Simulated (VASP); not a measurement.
# Te2Pb: single point with PBEsol

Crystal: Te2Pb.

```xyz
3
Lattice="0.0000 3.7815 3.7815 3.7815 0.0000 3.7815 3.7815 3.7815 0.0000" Properties=species:S:1:pos:R:3 pbc="T T T"
Pb    0.0000    0.0000    0.0000
Te    1.8907    1.8907    1.8907
Te    5.6722    5.6722    5.6722
```

This cell differs from its parent crystal: volume scaled by 1.040.

| Item | Value |
| --- | --- |
| Program | VASP 6.6.1 |
| Task | single point |
| Functional | PBEsol |
| Potentials or basis | VASP PAW PBE potentials, release 64 (Pb_d, Te) |
| Cutoff | 520 eV |
| k mesh | 8 × 8 × 8 |
| Occupations | gaussian, width 0.05 eV |
| Spin | no spin polarisation |

* Pressure: -1.5 GPa
* Band gap on the k mesh: zero (band 13 reaches 5.48 eV, above the bottom of band 14 at 3.56 eV)

Levels at points of the mesh, in eV from the Fermi level:
```
           k point  band 10  band 11  band 12  band 13  band 14  band 15  band 16  band 17
(0.00, 0.00, 0.00)    -2.22    -2.22    -1.12    -1.12    -1.12     1.80     1.80     1.80
(0.50, 0.00, 0.00)    -2.60    -2.26    -1.51    -1.51     0.28     3.40     3.40     4.66
(0.50, 0.50, 0.00)    -3.86    -1.84     0.59     0.59     1.05     2.27     4.36     4.36
```

Wall time 43 s on 1 thread of Intel(R) Xeon(R) Platinum 8259CL CPU @ 2.50GHz (Skylake/Cascade Lake), on a shared host, peak memory 0.26 GiB.

Caveat: the PAW data sets were made with another functional, which shifts forces and pressure a little; spin-orbit coupling is left out, which moves the levels of the heavy elements.
